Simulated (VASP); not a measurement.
# BaTiO3 (P4mm) in VASP: settings compared

The runs below take BaTiO3 through single point, with PBE, PBE+U.

All numbers are computed with VASP 6.6.1; they aren't measurements. Logs are shortened: lines on timing, memory, paths and dates and some standing lists are left out, and cuts for length are marked.

## (1) The cell of the first run

It takes space group P4mm (No. 99, tetragonal). Conventional cell: a = 4.000 Å, b = 4.000 Å, c = 4.018 Å, α = 90.00°, β = 90.00°, γ = 90.00°. Within 3.7 Å of Ba (site symmetry 4mm) lie 12 O at 2.79 to 2.88 Å and 8 Ti at 3.45 to 3.49 Å. Within 2.5 Å of Ti (site symmetry 4mm) lie 6 O at 1.89 to 2.13 Å. Within 2.5 Å of O (site symmetry 4mm) lie 2 Ti at 1.89 to 2.13 Å. O (site symmetry 2mm) has 2 Ti at 2.00 Å within 2.7 Å.

## (2) Single point, PBE

INCAR

```
SYSTEM = BaTiO3
  PREC = Accurate
  ENCUT = 520
  EDIFF = 1E-6
  ISMEAR = 0
  SIGMA = 0.01
  LREAL = .False.
  LASPH = .True.
  NELM = 100
  ALGO = Normal
  ISIF = 2
  LWAVE = .False.
  LCHARG = .False.
  GGA = PE
  NBANDS = 28
```

KPOINTS

```
regular mesh
0
Gamma
  6 6 6
  0 0 0
```

POSCAR

```
BaTiO3
1.0
    3.9998000000      0.0000000000      0.0000000000
    0.0000000000      3.9998000000      0.0000000000
    0.0000000000      0.0000000000      4.0180000000
Ba Ti O
1 1 3
Direct
    0.0000000000      0.0000000000      0.0000000000
    0.5000000000      0.5000000000      0.4900000000
    0.5000000000      0.5000000000      0.0190000000
    0.5000000000      0.0000000000      0.5170000000
    0.0000000000      0.5000000000      0.5170000000
```

Potentials or basis: VASP PAW PBE potentials, release 64 (Ba_sv, Ti_sv, O).

Command:

```sh
$ cat potpaw_PBE.64/Ba_sv/POTCAR potpaw_PBE.64/Ti_sv/POTCAR potpaw_PBE.64/O/POTCAR > POTCAR
$ mpirun -np 1 vasp_std > vasp.out
```

OUTCAR:

```text
SYSTEM = BaTiO3
   PREC = Accurate
   ENCUT = 520
   EDIFF = 1E-6
   ISMEAR = 0
   LREAL = .False.
   LASPH = .True.
   NELM = 100
   ISIF = 2
   GGA = PE

 ion  position               nearest neighbor table
   1  0.000  0.000  0.000-   4 2.79   5 2.79   5 2.79   4 2.79   3 2.83   3 2.83   3 2.83   3 2.83
                             4 2.88   5 2.88   5 2.88   4 2.88   2 3.45   2 3.45   2 3.45   2 3.45
   2  0.500  0.500  0.490-   3 1.89   4 2.00   5 2.00   4 2.00   5 2.00   3 2.13   1 3.45   1 3.45
                             1 3.45   1 3.45   1 3.49   1 3.49   1 3.49   1 3.49
   3  0.500  0.500  0.019-   2 1.89   2 2.13   1 2.83   1 2.83   1 2.83   1 2.83
   4  0.500  0.000  0.517-   2 2.00   2 2.00   1 2.79   1 2.79   1 2.88   1 2.88
   5  0.000  0.500  0.517-   2 2.00   2 2.00   1 2.79   1 2.79   1 2.88   1 2.88

  LATTYP: Found a simple tetragonal cell.
 ALAT       =     3.9998000000
 C/A-ratio  =     1.0045502275

  Lattice vectors:

 A1 = (   3.9998000000,   0.0000000000,   0.0000000000)
 A2 = (   0.0000000000,   3.9998000000,   0.0000000000)
 A3 = (   0.0000000000,   0.0000000000,   4.0180000000)

Analysis of symmetry for initial positions (statically):
=====================================================================
 Subroutine PRICEL returns:
 Original cell was already a primitive cell.

 Routine SETGRP: Setting up the symmetry group for a
 simple tetragonal supercell.

 Subroutine GETGRP returns: Found  8 space group operations
 (whereof  8 operations were pure point group operations)
 out of a pool of 16 trial point group operations.

The static configuration has the point symmetry C_4v.

Analysis of symmetry for dynamics (positions and initial velocities):
=====================================================================
 Subroutine PRICEL returns:
 Original cell was already a primitive cell.

 Routine SETGRP: Setting up the symmetry group for a
 simple tetragonal supercell.

 Subroutine GETGRP returns: Found  8 space group operations
 (whereof  8 operations were pure point group operations)
 out of a pool of 16 trial point group operations.

The dynamic configuration has the point symmetry C_4v.

 Subroutine INISYM returns: Found  8 space group operations
 (whereof  8 operations are pure point group operations),
 and found     1 'primitive' translations

----------------------------------------------------------------------------------------

                                     Primitive cell

  volume of cell :      64.2816

  direct lattice vectors                    reciprocal lattice vectors
     3.999800000  0.000000000  0.000000000     0.250012501  0.000000000  0.000000000
     0.000000000  3.999800000  0.000000000     0.000000000  0.250012501  0.000000000
     0.000000000  0.000000000  4.018000000     0.000000000  0.000000000  0.248880040

  length of vectors
     3.999800000  3.999800000  4.018000000     0.250012501  0.250012501  0.248880040

  position of ions in fractional coordinates (direct lattice)
     0.000000000  0.000000000  0.000000000
     0.500000000  0.500000000  0.490000000
     0.500000000  0.500000000  0.019000000
     0.500000000  0.000000000  0.517000000
     0.000000000  0.500000000  0.517000000

  ion indices of the primitive-cell ions
   primitive index   ion index
                 1           1
                 2           2
                 3           3
                 4           4
                 5           5

----------------------------------------------------------------------------------------

 KPOINTS: regular mesh

Automatic generation of k-mesh.
 Grid dimensions read from file:
 generate k-points for:    6    6    6

 Generating k-lattice:

  Cartesian coordinates                     Fractional coordinates (reciprocal lattice)
     0.041668750  0.000000000  0.000000000     0.166666667  0.000000000  0.000000000
     0.000000000  0.041668750  0.000000000     0.000000000  0.166666667  0.000000000
     0.000000000  0.000000000  0.041480007     0.000000000  0.000000000  0.166666667

  Length of vectors
     0.041668750  0.041668750  0.041480007

  Shift w.r.t. Gamma in fractional coordinates (k-lattice)
     0.000000000  0.000000000  0.000000000

 Subroutine IBZKPT returns following result:
 ===========================================

 Found     40 irreducible k-points:

 Following reciprocal coordinates:
            Coordinates               Weight
  0.000000  0.000000  0.000000      1.000000
  0.166667  0.000000  0.000000      4.000000
  0.333333  0.000000  0.000000      4.000000
  0.500000  0.000000  0.000000      2.000000
  0.166667  0.166667  0.000000      4.000000
  0.333333  0.166667  0.000000      8.000000
[... 16 lines left out ...]
  0.333333  0.000000  0.333333      8.000000
  0.500000  0.000000  0.333333      4.000000
 [... further k-points ...]
   k-points           NKPTS =     40   k-points in BZ     NKDIM =     40   number of bands    NBANDS=     28
   number of dos      NEDOS =    301   number of ions     NIONS =      5
   total plane-waves  NPLWV =  27000
   dimension x,y,z NGX =    30 NGY =   30 NGZ =   30
   dimension x,y,z NGXF=    60 NGYF=   60 NGZF=   60
   ions per type =               1   1   3
   NGX,Y,Z   is equivalent  to a cutoff of  12.47, 12.47, 12.41 a.u.
   NGXF,Y,Z  is equivalent  to a cutoff of  24.94, 24.94, 24.83 a.u.
 SYSTEM =  BaTiO3
   PREC   = accura    normal or accurate (medium, high low for compatibility)
   ISTART =      0    job   : 0-new  1-cont  2-samecut
   ICHARG =      2    charge: 1-file 2-atom 10-const
   ISPIN  =      1    spin polarized calculation?
   LNONCOLLINEAR =      F non collinear calculations
   LSORBIT =      F    spin-orbit coupling
   LASPH  =      T    aspherical Exc in radial PAW
   ENCUT  =  520.0 eV  38.22 Ry    6.18 a.u.   7.44  7.44  7.47*2*pi/ulx,y,z
   NELM   =    100;   NELMIN=  2; NELMDL= -5     # of ELM steps
   EDIFF  = 0.1E-05   stopping-criterion for ELM
   LREAL  =      F    real-space projection
   EDIFFG = 0.1E-04   stopping-criterion for IOM
   NSW    =      0    number of steps for IOM
   IBRION =     -1    ionic relax: 0-MD 1-quasi-New 2-CG
   NFREE  =      0    steps in history (QN), initial steepest desc. (CG)
   ISIF   =      2    stress and relaxation
   ISYM   =      2    0-nonsym 1-usesym 2-fastsym
   POTIM  = 0.5000    time-step for ionic-motion
   TEBEG  =    0.0;   TEEND  =   0.0 temperature during run
   PSTRESS=    0.0 pullay stress
   NELECT =      40.0000    total number of electrons
   NUPDOWN=      -1.0000    fix difference up-down
   EMIN   =  10.00;   EMAX   =-10.00  energy-range for DOS
   EFERMI =   0.00;   METHOD = LEGACY
   ISMEAR =     0;   SIGMA  =   0.01  broadening in eV -4-tet -1-fermi 0-gaus
   EFERMI_NEDOS =   21; number of points for ismear=-14 and -15
   IALGO  =     38    algorithm
   IMIX   =      4    mixing-type and parameters
     AMIX     =   0.40;   BMIX     =  1.00
     AMIX_MAG =   1.60;   BMIX_MAG =  1.00
  volume/ion in A,a.u.               =      12.86        86.76
  Fermi-wavevector in a.u.,A,eV,Ry     =   1.397653  2.641181 26.578078  1.953434
  Thomas-Fermi vector in A             =   2.520888
   LORBIT       =      0    0 simple, 1 ext, 2 COOP (PROOUT), +10 PAW based schemes
   GGA     = PE    functional components
   LHFCALC =     F    Hartree Fock is set to
   AEXX    =    0.0000 exact exchange contribution
   IVDW    =     0    specifies the selected vdW correction
   LEPSILON=     F    determine dielectric tensor
   LRPA    =     F    only Hartree local field effects (RPA)
 non-spin polarized calculation
 Gauss-broadening in eV      SIGMA  =   0.01
  energy-cutoff  :      520.00
  volume of cell :       64.28
 maximum number of plane-waves:      1751
 NGX is ok and might be reduce to    30
   NGX = 15   NGY = 15   NGZ = 15

 number of electron      39.9999977 magnetization

 Free energy of the ion-electron system (eV)
  ---------------------------------------------------
  ext. energy  EPLUGINS =         0.00000000
  ---------------------------------------------------
  free energy    TOTEN  =       -39.98206467 eV

  energy without entropy =      -39.98206467  energy(sigma->0) =      -39.98206467

 E-fermi :   3.9373     XC(G=0): -11.2422

 val. band max:        3.8480332968   @ k =   0.5000   0.5000   0.5000
 cond. band min:       5.6184437531   @ k =   0.0000   0.0000   0.0000
 fundamental gap:      1.7704104563
 Fermi energy:         3.9372773726

 k-point     1 :       0.0000    0.0000    0.0000
  band No.  band energies     occupation
      1     -52.7548      2.00000
      2     -28.9957      2.00000
      3     -28.9659      2.00000
      4     -28.9659      2.00000
      5     -21.0129      2.00000
      6     -13.0749      2.00000
[... 20 lines left out ...]
     27       8.8947      0.00000
     28      11.1448      0.00000

 k-point     2 :       0.1667    0.0000    0.0000
  band No.  band energies     occupation
      1     -52.7546      2.00000
      2     -28.9952      2.00000
      3     -28.9791      2.00000
      4     -28.9654      2.00000
      5     -20.9836      2.00000
      6     -13.1005      2.00000
[... 20 lines left out ...]
     27       9.4028      0.00000
     28      11.7945      0.00000

 k-point     3 :       0.3333    0.0000    0.0000
  band No.  band energies     occupation
      1     -52.7541      2.00000
      2     -29.0054      2.00000
      3     -28.9942      2.00000
      4     -28.9644      2.00000
      5     -20.9238      2.00000
      6     -13.2274      2.00000
[... 20 lines left out ...]
     27      10.6254      0.00000
     28      12.0983      0.00000

 k-point     4 :       0.5000    0.0000    0.0000
  band No.  band energies     occupation
      1     -52.7538      2.00000
      2     -29.0185      2.00000
      3     -28.9937      2.00000
      4     -28.9639      2.00000
      5     -20.8932      2.00000
      6     -13.3108      2.00000
[... 20 lines left out ...]
     27      11.3962      0.00000
     28      12.0187      0.00000

 k-point     5 :       0.1667    0.1667    0.0000
  band No.  band energies     occupation
      1     -52.7543      2.00000
      2     -28.9948      2.00000
      3     -28.9788      2.00000
      4     -28.9782      2.00000
      5     -20.9568      2.00000
      6     -13.0841      2.00000
[... 20 lines left out ...]
     27       9.8822      0.00000
     28      12.0259      0.00000

 k-point     6 :       0.3333    0.1667    0.0000
  band No.  band energies     occupation
      1     -52.7538      2.00000
      2     -29.0047      2.00000
      3     -28.9937      2.00000
      4     -28.9773      2.00000
      5     -20.9021      2.00000
      6     -13.1349      2.00000
[... 463 lines left out ...]
      5     -20.9270      2.00000
      6     -13.1946      2.00000
[... 20 lines left out ...]
     27      10.6309      0.00000
     28      12.0897      0.00000

 k-point    22 :       0.1667    0.0000    0.3333
  band No.  band energies     occupation
      1     -52.7538      2.00000
      2     -29.0329      2.00000
      3     -28.9774      2.00000
      4     -28.9640      2.00000
      5     -20.9052      2.00000
      6     -13.0979      2.00000
[... 20 lines left out ...]
     27      11.1315      0.00000
     28      12.4595      0.00000

 k-point    23 :       0.3333    0.0000    0.3333
  band No.  band energies     occupation
      1     -52.7533      2.00000
      2     -29.0313      2.00000
      3     -29.0032      2.00000
      4     -28.9630      2.00000
      5     -20.8610      2.00000
      6     -12.9355      2.00000
[... 20 lines left out ...]
     27      12.2124      0.00000
     28      12.4966      0.00000

 k-point    24 :       0.5000    0.0000    0.3333
  band No.  band energies     occupation
      1     -52.7531      2.00000
      2     -29.0305      2.00000
      3     -29.0160      2.00000
      4     -28.9625      2.00000
      5     -20.8386      2.00000
      6     -12.8914      2.00000
[... 20 lines left out ...]
     27      11.9731      0.00000
     28      13.2628      0.00000

 [... further k-points ...]
[... 5 lines left out ...]
  --------------------------------------------------------------------------------------
  -------------------------------------------------------------------------------------
  Total        1.5661391      1.5661391      1.9432888      0.0000000      0.0000000      0.0000000
  in kB       39.0350224     39.0350224     48.4352385      0.0000000      0.0000000      0.0000000
  external PRESSURE =      42.1684277 kB  Pullay stress =       0.0000000 kB

 VOLUME and BASIS-vectors are now :
 -----------------------------------------------------------------------------
  energy-cutoff  :      520.00
  volume of cell :       64.28
      direct lattice vectors                 reciprocal lattice vectors
     3.999800000  0.000000000  0.000000000     0.250012501  0.000000000  0.000000000
     0.000000000  3.999800000  0.000000000     0.000000000  0.250012501  0.000000000
     0.000000000  0.000000000  4.018000000     0.000000000  0.000000000  0.248880040

 POSITION                                       TOTAL-FORCE (eV/Angst)
 -----------------------------------------------------------------------------------
      0.00000      0.00000      0.00000         0.000000      0.000000      0.075355
      1.99990      1.99990      1.96882         0.000000     -0.000000     -0.117431
      1.99990      1.99990      0.07634         0.000000     -0.000000      0.274719
      1.99990      0.00000      2.07731         0.000000      0.000000     -0.116322
      0.00000      1.99990      2.07731        -0.000000      0.000000     -0.116322
 -----------------------------------------------------------------------------------
    total drift:                                0.000000      0.000000      0.000214

  FREE ENERGIE OF THE ION-ELECTRON SYSTEM (eV)
  ---------------------------------------------------
  free  energy   TOTEN  =       -39.9820646686 eV

  energy  without entropy=      -39.9820646686  energy(sigma->0) =      -39.98206467
```

Run time: 64 s. Hardware: 1 thread of Intel Xeon 6975P-C, shared host; peak memory 0.22 GiB.

What came out:

```yaml
Free_energy: -39.9821 eV
Pressure: 4.2 GPa
Largest_force: 0.275 eV/Å
Band_gap_on_the_k_mesh: 1.77 eV, indirect (least direct gap 2.06 eV)
```

Forces in eV/Å, atoms in the order of the input:
```
Ba   0.000  0.000  0.075
Ti   0.000  0.000 -0.117
O    0.000  0.000  0.275
O    0.000  0.000 -0.116
O    0.000  0.000 -0.116
```

Caveat: spin-orbit coupling is left out, which moves the levels of the heavy elements. A k mesh can miss the band edges.

(Part 1 of 2 ends here.)
